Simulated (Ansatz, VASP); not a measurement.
One calculation of Na2S, two programs

```
CELL_PARAMETERS angstrom
0.00000 3.25543 3.25543
3.25543 0.00000 3.25543
3.25543 3.25543 0.00000
ATOMIC_POSITIONS crystal
Na 0.25000 0.25000 0.25000
Na 0.75000 0.75000 0.75000
S 0.00000 0.00000 0.00000
```

Alike in both runs: task single point; functional PBE; k mesh 8 × 8 × 8; no spin polarisation.

|  | VASP | Ansatz |
| --- | --- | --- |
| version | VASP 6.6.1 | Ansatz 0.2.0 |
| potentials or method | VASP PAW PBE potentials, release 64 (Na_pv, S) | plane waves, PAW |
| plane-wave cutoff (eV) | 500 | 420 |
| occupations | gaussian, width 0.01 eV | fixed |
| valence electrons in the cell | 20 | 24 |

```tsv
	VASP	Ansatz	Ansatz less VASP
gap on the k mesh at the Fermi level (eV)	2.53	2.53	+0.002
pressure (GPa)	0.8	0.8	-0.01
```

VASP's potentials hold 20 valence electrons a cell and Ansatz's 24, so a difference there can come from the potentials and not from the codes.
